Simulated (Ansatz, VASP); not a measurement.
One calculation of Pd, two programs

Contents of INCAR:

```
SYSTEM = Pd
PREC = Accurate ; ENCUT = 520
EDIFF = 1E-7 ; ISMEAR = -1
SIGMA = 0.1 ; LREAL = .FALSE.
LASPH = .TRUE. ; NELM = 80
ALGO = Normal ; ISIF = 2
LWAVE = .FALSE. ; LCHARG = .TRUE.
GGA = PE ; LELF = .TRUE.
LVHAR = .TRUE. ; NBANDS = 22
```

The input KPOINTS:

```
regular mesh
0
G
  9 9 12
  0 0 0
```

File POSCAR:

```
Pd
1.0
    4.4277939264      0.0000000000      0.0000000000
   -2.2138969632      3.8345820229      0.0000000000
    0.0000000000      0.0000000000      2.6351299871
Pd
3
Direct
    0.0000000000      0.0000000000      0.0000000000
    0.3333333333      0.6666666667      0.5000000000
    0.6666666667      0.3333333333      0.5000000000
```

Input for Ansatz:

```yaml
crystal:
  lattice:
    - [4.4277939264, 0.0, 0.0]
    - [-2.2138969632, 3.8345820229, 0.0]
    - [0.0, 0.0, 2.6351299871]
  atoms:
    - { symbol: Pd, position: [0.0, 0.0, 0.0] }
    - { symbol: Pd, position: [0.3333333333, 0.6666666667, 0.5] }
    - { symbol: Pd, position: [0.6666666667, 0.3333333333, 0.5] }
kpoints:
  mp_grid: { grid: [9, 9, 12] }
scf:
  occupations: { method: fermi_dirac, width: 0.1 }
hamiltonian:
  xc: pbe
  pseudopotentials: { kind: all_electron, lapw: { basis_error: 0.001 } }
output:
  forces: true
  stress: true
  eigenvalues: true
  populations: true
```

Change from the starting cell: volume scaled by 0.95, LAPW.

Alike in both runs: task single point; functional PBE; k mesh 9 × 9 × 12; occupations fermi-dirac, width 0.1 eV; no spin polarisation.

```csv
,VASP,Ansatz
version,VASP 6.6.1,Ansatz 0.2.0
potentials or method,"VASP PAW PBE potentials, release 64 (Pd), cutoff 520 eV","all-electron LAPW, scalar-relativistic"
```

|  | VASP | Ansatz | Ansatz less VASP |
| --- | --- | --- | --- |
| pressure (GPa) | 8.9 | 9.2 | +0.34 |

Ansatz ran all-electron here, and VASP with PAW potentials.
